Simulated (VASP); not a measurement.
# SnO: single point with PBE

The system is SnO.

```xyz
2
Lattice="0.0000 2.7082 2.5731 2.7082 0.0000 2.5731 2.7082 2.7082 0.0000" Properties=species:S:1:pos:R:3 pbc="T T T"
Sn    0.0000    0.0000    0.0000
O     1.3541    1.3541    1.2865
```

This cell differs from its parent crystal: uniaxial z strain -5.0%.

```json
{"Program": "VASP 6.6.1", "Task": "single point", "Functional": "PBE", "Potentials or basis": "VASP PAW PBE potentials, release 64 (Sn_d, O)", "Cutoff": "520 eV", "k mesh": "8 × 8 × 8", "Occupations": "fermi-dirac, width 0.02 eV", "Spin": "no spin polarisation", "Dipole correction": "no", "Further INCAR settings": "ALGO = Normal; EDIFF = 1e-07; NBANDS = 17"}
```

The pressure is 5.7 GPa. The band gap on the k mesh is zero (band 10 reaches 6.88 eV, above the bottom of band 11 at 6.50 eV).

Stress tensor (GPa, compression positive):
```
5.73 0.00 0.00
0.00 5.73 0.00
0.00 0.00 5.52
```

Levels at points of the mesh, in eV from the Fermi level:
```tsv
k point	band 8	band 9	band 10	band 11	band 12	band 13
(0.00, 0.00, 0.00)	-4.05	-4.05	-3.90	4.50	4.65	4.65
(0.50, 0.00, 0.00)	-4.55	-4.35	-2.46	1.57	4.49	4.94
(0.50, 0.50, 0.00)	-5.38	-5.38	-0.84	-0.27	5.22	5.22
(0.50, 0.00, 0.50)	-5.19	-5.15	-0.81	-0.03	5.13	5.30
```

Run time: 15 s on 1 thread of Intel(R) Xeon(R) 6975P-C (Granite Rapids), with other jobs on the host, peak memory 0.17 GiB.

Caveat: the cell differs from its parent crystal (uniaxial z strain -5.0%); spin-orbit coupling is left out, which moves the levels of the heavy elements.
